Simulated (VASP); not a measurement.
Set up this calculation in VASP 6.6.1, as the native input.

| Property | Result |
| --- | --- |
| Task | single point |
| Functional | LDA |
| Potentials or basis | VASP PAW LDA potentials, release 64 (Te, Mo_sv) |
| Cutoff | 520 eV |
| k mesh | 12 × 12 × 2 |
| Occupations | gaussian, width 0.02 eV |
| Spin | no spin polarisation |
| Dipole correction | no |
| Further INCAR settings | ALGO = Normal; EDIFF = 1e-06; NBANDS = 20 |

The structure of Te2Mo lies in POSCAR:

```
Te2Mo
1.0
    3.5185462418      0.0000000000      0.0000000000
   -1.7592731209      3.0471504298      0.0000000000
    0.0000000000      0.0000000000     17.7826084983
Te Mo
2 1
Direct
    0.3333333333      0.6666666667      0.9001986553
    0.3333333333      0.6666666667      0.0998013447
    0.0000000000      0.0000000000      0.0000000000
```

This cell differs from its parent crystal: equal strain along all axes, cell held: +1.5 %, then relaxed in part.

The input as run:

INCAR

```
SYSTEM = Te2Mo
ALGO = Normal ; EDIFF = 1E-6
ENCUT = 520 ; GGA = CA
ISIF = 2 ; ISMEAR = 0
LASPH = .TRUE. ; LCHARG = .FALSE.
LREAL = .FALSE. ; LWAVE = .FALSE.
NBANDS = 20 ; NELM = 80
PREC = Accurate ; SIGMA = 0.02
```

KPOINTS

```
k-points
0
G
  12 12 2
  0 0 0
```

Potentials or basis: VASP PAW LDA potentials, release 64 (Te, Mo_sv).

Command:

```console
$ cat potpaw_LDA.64/Te/POTCAR potpaw_LDA.64/Mo_sv/POTCAR > POTCAR
$ mpirun -np 1 vasp_std > vasp.out
```

It gave:

```
Largest force          : 0.060 eV/Å
Band gap on the k mesh : 1.11 eV
```

Caveat: the cell differs from its parent crystal (equal strain along all axes, cell held: +1.5 %, then relaxed in part); spin-orbit coupling is left out, which moves the levels of the heavy elements.

It took 5.5 min on 1 thread of Intel Xeon 8259CL (shared host), peak memory 0.34 GiB.
